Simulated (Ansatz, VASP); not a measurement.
## Two plane-wave programs on CuO

```xyz
4
Lattice="3.1795 0.0000 0.0000 -1.5898 2.7536 0.0000 0.0000 0.0000 4.4315" Properties=species:S:1:pos:R:3 pbc="T T T"
Cu    0.0000    0.0000    0.0000
Cu    0.0000    0.0000    2.2157
O     0.0000    1.8357    1.1079
O     1.5898    0.9179    3.3236
```

Alike in both runs: functional LDA; k mesh 10 × 10 × 6; occupations fermi-dirac, width 0.05 eV; no spin polarisation; Hubbard terms Cu d U = 4.0 eV.

```csv
,VASP,Ansatz
version,VASP 6.6.1,Ansatz 0.2.0
potentials or method,"VASP PAW LDA potentials, release 64 (Cu_sv_GW, O)",Ansatz PAW
plane-wave cutoff (eV),700,420
valence electrons in the cell,50,50
task,single point,projected density of states
```

VASP gave:

| Property | Result |
| --- | --- |
| gap on the k mesh at the Fermi level (eV) | none |
| pressure (GPa) | -13.9 |
| traceless stress, the component that is largest in VASP (GPa) | 28.28 |

Problem. Estimate Ansatz's values.

Solution. gap on the k mesh at the Fermi level (eV): none; pressure (GPa): -7.9; traceless stress, the component that is largest in VASP (GPa): 27.29.

LDA's correlation is that of Perdew and Zunger in VASP and of Perdew and Wang (1992) in Ansatz. The programs project onto different local orbitals, so the same U acts differently, and such runs can settle in different states. A gap of «none» marks a metal or a gap that the smearing closes.
